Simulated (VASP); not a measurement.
## Al2O3: relaxation of cell and atoms with PBEsol+D3(BJ)

Crystal: Al2O3.

```
Al O
1.0
     2.38025    1.37424    4.33187
    -2.38025    1.37424    4.33187
     0.00000   -2.74848    4.33187
Al O
4 6
Direct
  0.85216 0.85216 0.85216
  0.64784 0.64784 0.64784
  0.14784 0.14784 0.14784
  0.35216 0.35216 0.35216
  0.05668 0.75000 0.44332
  0.75000 0.44332 0.05668
  0.44332 0.05668 0.75000
  0.94332 0.25000 0.55668
  0.25000 0.55668 0.94332
  0.55668 0.94332 0.25000
```

```yaml
Program: VASP 6.6.1
Task: relaxation of cell and atoms
Functional: PBEsol
Dispersion: D3(BJ)
Potentials_or_basis: VASP PAW PBE potentials, release 64 (Al, O)
Cutoff: 600 eV
k_mesh: 7 × 7 × 7
Occupations: fermi-dirac, width 0.05 eV
Spin: no spin polarisation
Dipole_correction: no
Further_INCAR_settings: ALGO = Normal; EDIFF = 1e-06; IBRION = 2; EDIFFG = -0.01; NSW = 60; ISIF = 3
```

The relaxed volume is 8.42 Å³/atom, the relaxed cell is a = 5.111 Å, b = 5.111 Å, c = 5.111 Å, α = 55.37°, β = 55.37°, γ = 55.37° and the space group after relaxing (to 0.1 Å) is R-3c (No. 167). The energy gained by relaxing is 0.7 meV/atom. The ionic steps are 6. The pressure after relaxing is 0.1 GPa. The largest force after relaxing is 0.008 eV/Å and the band gap on the k mesh is 6.24 eV. The dispersion energy per atom is -0.197 eV.

Forces in eV/Å, atoms in the order of the input:
```
Al   0.000  0.000  0.008
Al   0.000  0.000 -0.008
Al   0.000  0.000 -0.008
Al   0.000  0.000  0.008
O    0.000  0.000  0.000
O    0.000  0.000  0.000
O    0.000  0.000  0.000
O    0.000  0.000  0.000
O    0.000  0.000  0.000
O    0.000  0.000  0.000
```

The path:
```csv
step,energy change (eV),largest force (eV/Å),pressure (GPa),volume (Å³)
1,0.0000,0.0900,-2.24,85.02
2,-0.0021,0.0358,2.11,83.56
3,-0.0066,0.0234,0.10,84.21
4,-0.0066,0.0217,0.16,84.20
5,-0.0068,0.0130,0.03,84.24
6,-0.0068,0.0083,0.06,84.24
```

Final structure:
```
Al O
1.0
     2.37447    1.37090    4.31291
    -2.37447    1.37090    4.31291
     0.00000   -2.74180    4.31291
Al O
4 6
Direct
  0.85200 0.85200 0.85200
  0.64800 0.64800 0.64800
  0.14800 0.14800 0.14800
  0.35200 0.35200 0.35200
  0.05597 0.75000 0.44403
  0.75000 0.44403 0.05597
  0.44403 0.05597 0.75000
  0.94403 0.25000 0.55597
  0.25000 0.55597 0.94403
  0.55597 0.94403 0.25000
```

Levels at points of the mesh, in eV from the valence-band top:
| k point | band 20 | band 21 | band 22 | band 23 | band 24 | band 25 | band 26 | band 27 | band 28 | band 29 |
| --- | --- | --- | --- | --- | --- | --- | --- | --- | --- | --- |
| (0.00, 0.00, 0.00) | -0.52 | -0.52 | -0.05 | -0.05 | 0.00 | 6.24 | 9.02 | 10.80 | 11.49 | 11.49 |

Wall time 4.2 min on 1 thread of Intel(R) Xeon(R) 6975P-C (Granite Rapids) (shared host), peak memory 0.34 GiB.

Caveat: the PAW data sets were made with another functional, which shifts forces and pressure a little; an odd mesh through Γ misses points on the zone boundary, where band edges can lie.
